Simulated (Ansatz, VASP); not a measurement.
## One calculation of SnO, two programs

```xyz
4
Lattice="3.8371 0.0000 0.0000 0.0000 3.8371 0.0000 0.0000 0.0000 4.7621" Properties=species:S:1:pos:R:3 pbc="T T T"
Sn    0.0000    1.9185    1.1584
Sn    1.9185    0.0000    3.6038
O     0.1061    0.1061    0.0000
O     1.9185    1.9185    0.0000
```

Alike in both runs: task single point; functional PBE; dispersion D3(BJ); k mesh 12 × 12 × 10; occupations gaussian, width 0.15 eV; no spin polarisation.

|  | VASP | Ansatz |
| --- | --- | --- |
| version | VASP 6.6.1 | Ansatz 0.2.0 |
| potentials or method | VASP PAW PBE potentials, release 64 (Sn_d, O), cutoff 520 eV | scalar-relativistic, plane waves, PAW |
| valence electrons in the cell | 40 | 40 |

Ansatz gave:

| Quantity | Value |
| --- | --- |
| gap on the k mesh at the Fermi level (eV) | none |
| pressure (GPa) | 0.7 |
| traceless stress, the component that is largest in VASP (GPa) | 0.82 |
| rms of the force components (eV/Å) | 0.406 |

Problem. What did VASP give for the same quantities?

Solution. gap on the k mesh at the Fermi level (eV): none; pressure (GPa): 0.9; traceless stress, the component that is largest in VASP (GPa): 0.88; rms of the force components (eV/Å): 0.416.

Atom by atom the forces differ by 0.034 eV/Å (rms over components). A gap of «none» marks a metal or a gap that the smearing closes.
